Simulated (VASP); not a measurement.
# TiAl3 (Pmm2) in VASP: single point with PBEsol

Aim: the single point of TiAl3 with PBEsol.

Program: VASP 6.6.1. These are calculated values, not measurements. Logs are shortened: lines on timing, memory, paths and dates and some standing lists are left out, and cuts for length are marked.

## Step 1: The cell of the first run

Symmetry: Pmm2, No. 25, orthorhombic system. The conventional cell has a = 2.781 Å, b = 4.671 Å, c = 4.893 Å, α = 90.00°, β = 90.00°, γ = 90.00°. Within 3.7 Å of Ti (site symmetry mm2) lie 2 Ti at 2.78 Å and 10 Al at 2.81 to 2.84 Å. Al (site symmetry mm2) has 8 Al at 2.78 to 2.85 Å and 4 Ti at 2.81 to 2.82 Å within 3.7 Å. Within 3.7 Å of Al (site symmetry mm2) lie 8 Al at 2.78 to 2.84 Å and 4 Ti at 2.84 Å. Within 3.7 Å of Al (site symmetry mm2) lie 10 Al at 2.78 to 2.85 Å and 2 Ti at 2.82 Å.

## Step 2: Single point, PBEsol

File INCAR:

```
SYSTEM = TiAl3
  ALGO = Fast
  EDIFF = 1E-6
  ENCUT = 520
  GGA = PS
  ISIF = 2
  ISMEAR = 0
  LASPH = .TRUE.
  LCHARG = .FALSE.
  LREAL = .FALSE.
  LWAVE = .FALSE.
  NBANDS = 18
  NELM = 100
  PREC = Accurate
  SIGMA = 0.1
```

File KPOINTS:

```
k-points
0
G
  22 14 14
  0 0 0
```

File POSCAR:

```
TiAl3
1.0
    2.7813903654      0.0000000000      0.0000000000
    0.0000000000      4.6707686856      0.0000000000
    0.0000000000      0.0000000000      4.8925418677
Ti Al
1 3
Direct
    0.0000000000      0.5000000000      0.1631807997
    0.5000000000      0.5000000000      0.6640624234
    0.5000000000      0.0000000000      0.3330837810
    0.0000000000      0.0000000000      0.8396719959
```

Potentials or basis: VASP PAW PBE potentials, release 64 (Ti_sv, Al).

Run with:

```bash
cat potpaw_PBE.64/Ti_sv/POTCAR potpaw_PBE.64/Al/POTCAR > POTCAR
mpirun -np 1 vasp_std > vasp.out
```

OUTCAR:

```text
SYSTEM = TiAl3
   EDIFF = 1E-6
   ENCUT = 520
   GGA = PS
   ISIF = 2
   ISMEAR = 0
   LASPH = .TRUE.
   LREAL = .FALSE.
   NELM = 100
   PREC = Accurate

 ion  position               nearest neighbor table
   1  0.000  0.500  0.163-   2 2.81   2 2.81   2 2.82   2 2.82   4 2.82   4 2.82   3 2.84   3 2.84
                             3 2.84   3 2.84
   2  0.500  0.500  0.664-   1 2.81   1 2.81   1 2.82   1 2.82   3 2.84   3 2.84   4 2.85   4 2.85
                             4 2.85   4 2.85
   3  0.500  0.000  0.333-   4 2.79   4 2.79   2 2.84   2 2.84   4 2.84   4 2.84   1 2.84   1 2.84
                             1 2.84   1 2.84
   4  0.000  0.000  0.840-   3 2.79   3 2.79   1 2.82   1 2.82   3 2.84   3 2.84   2 2.85   2 2.85
                             2 2.85   2 2.85

  LATTYP: Found a simple orthorhombic cell.
 ALAT       =     2.7813903654
 B/A-ratio  =     1.6792927536
 C/A-ratio  =     1.7590274017

  Lattice vectors:

 A1 = (   2.7813903654,   0.0000000000,   0.0000000000)
 A2 = (   0.0000000000,   4.6707686856,   0.0000000000)
 A3 = (   0.0000000000,   0.0000000000,   4.8925418677)

Analysis of symmetry for initial positions (statically):
=====================================================================
 Subroutine PRICEL returns:
 Original cell was already a primitive cell.

 Routine SETGRP: Setting up the symmetry group for a
 simple orthorhombic supercell.

 Subroutine GETGRP returns: Found  4 space group operations
 (whereof  4 operations were pure point group operations)
 out of a pool of  8 trial point group operations.

The static configuration has the point symmetry C_2v.

Analysis of symmetry for dynamics (positions and initial velocities):
=====================================================================
 Subroutine PRICEL returns:
 Original cell was already a primitive cell.

 Routine SETGRP: Setting up the symmetry group for a
 simple orthorhombic supercell.

 Subroutine GETGRP returns: Found  4 space group operations
 (whereof  4 operations were pure point group operations)
 out of a pool of  8 trial point group operations.

The dynamic configuration has the point symmetry C_2v.

 Subroutine INISYM returns: Found  4 space group operations
 (whereof  4 operations are pure point group operations),
 and found     1 'primitive' translations

----------------------------------------------------------------------------------------

[... 92 lines left out ...]
   LSORBIT =      F    spin-orbit coupling
   LASPH  =      T    aspherical Exc in radial PAW
   ENCUT  =  520.0 eV  38.22 Ry    6.18 a.u.   5.17  8.68  9.10*2*pi/ulx,y,z
   NELM   =    100;   NELMIN=  2; NELMDL= -5     # of ELM steps
   EDIFF  = 0.1E-05   stopping-criterion for ELM
   LREAL  =      F    real-space projection
   EDIFFG = 0.1E-04   stopping-criterion for IOM
   NSW    =      0    number of steps for IOM
   IBRION =     -1    ionic relax: 0-MD 1-quasi-New 2-CG
   NFREE  =      0    steps in history (QN), initial steepest desc. (CG)
   ISIF   =      2    stress and relaxation
   ISYM   =      2    0-nonsym 1-usesym 2-fastsym
   POTIM  = 0.5000    time-step for ionic-motion
   TEBEG  =    0.0;   TEEND  =   0.0 temperature during run
   PSTRESS=    0.0 pullay stress
   NELECT =      21.0000    total number of electrons
   NUPDOWN=      -1.0000    fix difference up-down
   EMIN   =  10.00;   EMAX   =-10.00  energy-range for DOS
   EFERMI =   0.00;   METHOD = LEGACY
   ISMEAR =     0;   SIGMA  =   0.10  broadening in eV -4-tet -1-fermi 0-gaus
   EFERMI_NEDOS =   21; number of points for ismear=-14 and -15
   IALGO  =     68    algorithm
   IMIX   =      4    mixing-type and parameters
     AMIX     =   0.40;   BMIX     =  1.00
     AMIX_MAG =   1.60;   BMIX_MAG =  1.00
  volume/ion in A,a.u.               =      15.89       107.23
  Fermi-wavevector in a.u.,A,eV,Ry     =   1.131756  2.138710 17.427330  1.280873
  Thomas-Fermi vector in A             =   2.268456
   LORBIT       =      0    0 simple, 1 ext, 2 COOP (PROOUT), +10 PAW based schemes
   GGA     = PS    functional components
   LHFCALC =     F    Hartree Fock is set to
   AEXX    =    0.0000 exact exchange contribution
   IVDW    =     0    specifies the selected vdW correction
   LEPSILON=     F    determine dielectric tensor
   LRPA    =     F    only Hartree local field effects (RPA)
 non-spin polarized calculation
 RMM-DIIS sequential band-by-band and
 Gauss-broadening in eV      SIGMA  =   0.10
  energy-cutoff  :      520.00
  volume of cell :       63.56
 maximum number of plane-waves:      1733
 NGX is ok and might be reduce to    24
   NGX = 11   NGY = 17   NGZ = 19

 number of electron      21.0000000 magnetization

 Free energy of the ion-electron system (eV)
  ---------------------------------------------------
  ext. energy  EPLUGINS =         0.00000000
  ---------------------------------------------------
  free energy    TOTEN  =       -21.59858140 eV

  energy without entropy =      -21.58521363  energy(sigma->0) =      -21.59189751

 E-fermi :   8.2168     XC(G=0): -10.8113

 val. band max:        8.2135715822   @ k =   0.3636   0.3571   0.3571
 cond. band min:       8.2187358934   @ k =   0.5000   0.0714   0.1429
 fundamental gap:      0.0051643112
 Fermi energy:         8.2167699360

 k-point     1 :       0.0000    0.0000    0.0000
  band No.  band energies     occupation
      1     -47.9742      2.00000
      2     -24.4062      2.00000
      3     -24.4060      2.00000
      4     -23.9910      2.00000
      5      -2.0265      2.00000
      6       3.0261      2.00000
[... 481 lines left out ...]
      5       2.6515      2.00000
      6       2.6802      2.00000
[... 10 lines left out ...]
     17      11.7593      0.00000
     18      12.4714      0.00000

 [... further k-points ...]
[... 5 lines left out ...]
  --------------------------------------------------------------------------------------
  -------------------------------------------------------------------------------------
  Total       -0.0173075      0.0321532      0.0581080      0.0000000      0.0000000      0.0000000
  in kB       -0.4362752      0.8104934      1.4647437      0.0000000      0.0000000      0.0000000
  external PRESSURE =       0.6129873 kB  Pullay stress =       0.0000000 kB

 VOLUME and BASIS-vectors are now :
 -----------------------------------------------------------------------------
  energy-cutoff  :      520.00
  volume of cell :       63.56
      direct lattice vectors                 reciprocal lattice vectors
     2.781390365  0.000000000  0.000000000     0.359532417  0.000000000  0.000000000
     0.000000000  4.670768686  0.000000000     0.000000000  0.214097522  0.000000000
     0.000000000  0.000000000  4.892541868     0.000000000  0.000000000  0.204392732

 POSITION                                       TOTAL-FORCE (eV/Angst)
 -----------------------------------------------------------------------------------
      0.00000      2.33538      0.79837         0.000000      0.000000     -0.001015
      1.39070      2.33538      3.24895         0.000000      0.000000      0.000247
      1.39070      0.00000      1.62963         0.000000      0.000000      0.002684
      0.00000      0.00000      4.10813         0.000000      0.000000     -0.001915
 -----------------------------------------------------------------------------------
    total drift:                               -0.000000      0.000000      0.000025

  FREE ENERGIE OF THE ION-ELECTRON SYSTEM (eV)
  ---------------------------------------------------
  free  energy   TOTEN  =       -21.5985813955 eV

  energy  without entropy=      -21.5852136277  energy(sigma->0) =      -21.59189751
```

OSZICAR:

```text
N       E                     dE             d eps       ncg     rms          rms(c)
DAV:   1     0.130772458052E+03    0.13077E+03   -0.94751E+03 27648   0.109E+03
DAV:   2    -0.101810955205E+02   -0.14095E+03   -0.13755E+03 28082   0.296E+02
DAV:   3    -0.226962642046E+02   -0.12515E+02   -0.12305E+02 48646   0.730E+01
[... 18 lines left out ...]
RMM:  22    -0.215985753959E+02   -0.35462E-05   -0.37787E-05 37025   0.220E-02    0.115E-03
RMM:  23    -0.215985778899E+02   -0.24941E-05   -0.26837E-05 34308   0.181E-02    0.220E-03
RMM:  24    -0.215985794793E+02   -0.15894E-05   -0.17804E-05 32737   0.157E-02    0.428E-03
RMM:  25    -0.215985806433E+02   -0.11640E-05   -0.13007E-05 32818   0.136E-02    0.491E-03
RMM:  26    -0.215985813955E+02   -0.75223E-06   -0.86153E-06 29139   0.114E-02
   1 F= -.21598581E+02 E0= -.21591898E+02  d E =-.133678E-01
```

Run time: 18 min. Hardware: 1 thread of AMD EPYC 9R45 (Zen 5), shared host; peak memory 0.81 GiB.

Results:

| Property | Result |
| --- | --- |
| Free energy | -21.5986 eV |
| Pressure | 0.1 GPa |
| Band gap on the k mesh | zero (an odd number of electrons rules out a gap without spin polarisation) |

Forces in eV/Å, atoms in the order of the input:
```
Ti   0.000  0.000 -0.001
Al   0.000  0.000  0.000
Al   0.000  0.000  0.003
Al   0.000  0.000 -0.002
```

Caveat: the PAW data sets were made with another functional, which shifts forces and pressure a little.
